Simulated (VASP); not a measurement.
A run of VASP 6.6.1 is set up as follows.

File INCAR:

```
PREC     = Accurate       # precision mode
ENCUT    = 520            # plane-wave cutoff, eV
EDIFF    = 1E-8           # SCF threshold, eV
ISMEAR   = -1             # smearing method
SIGMA    = 0.03           # smearing width, eV
LREAL    = False          # projectors in reciprocal space
LASPH    = True           # aspherical terms in the spheres
NELM     = 100            # most SCF steps
ALGO     = Normal         # electronic algorithm
ISIF     = 2              # what is computed and relaxed
LWAVE    = False          # write WAVECAR
LCHARG   = False          # write CHGCAR
GGA      = PS             # functional
LEFG     = True         
NBANDS   = 19             # bands
```

The input KPOINTS:

```
Automatic mesh
0
Gamma
  18 18 8
```

POSCAR

```
Zn
1.0
    2.6647980532      0.0133239903      0.0133239903
   -1.3208601126      2.3011208149      0.0048769189
    0.0247335000      0.0247335000      4.9467000000
Zn
2
Direct
    0.3333333333      0.6666666667      0.2500000000
    0.6666666667      0.3333333333      0.7500000000
```

Potentials or basis: VASP PAW PBE potentials, release 64 (Zn).

Command:

```sh
$ cat potpaw_PBE.64/Zn/POTCAR > POTCAR
$ mpirun -np 1 vasp_std > vasp.out
```

Problem. Estimate the pressure.

Solution. -5.0 GPa.

Problem. Estimate the largest force.

Solution. 0.006 eV/Å.

Problem. Estimate the band gap on the k mesh.

Solution. Zero (bands 12 and 13 overlap by 4.68 eV).

Electric field gradients, principal values (V/Å²):
| atom | least | middle | greatest (by size) |
| --- | --- | --- | --- |
| 1 Zn | -16.125 | -19.048 | 35.173 |
| 2 Zn | -16.125 | -19.048 | 35.173 |

Caveat: the cell differs from its parent crystal (equal xy, yz and zx shear strains of +1 %); the cell stands under tension; without QUAD_EFG the Cq values of the log hold for a quadrupole moment of 1 mb, not for the nuclei; the PAW data sets were made with another functional, which shifts forces and pressure a little.
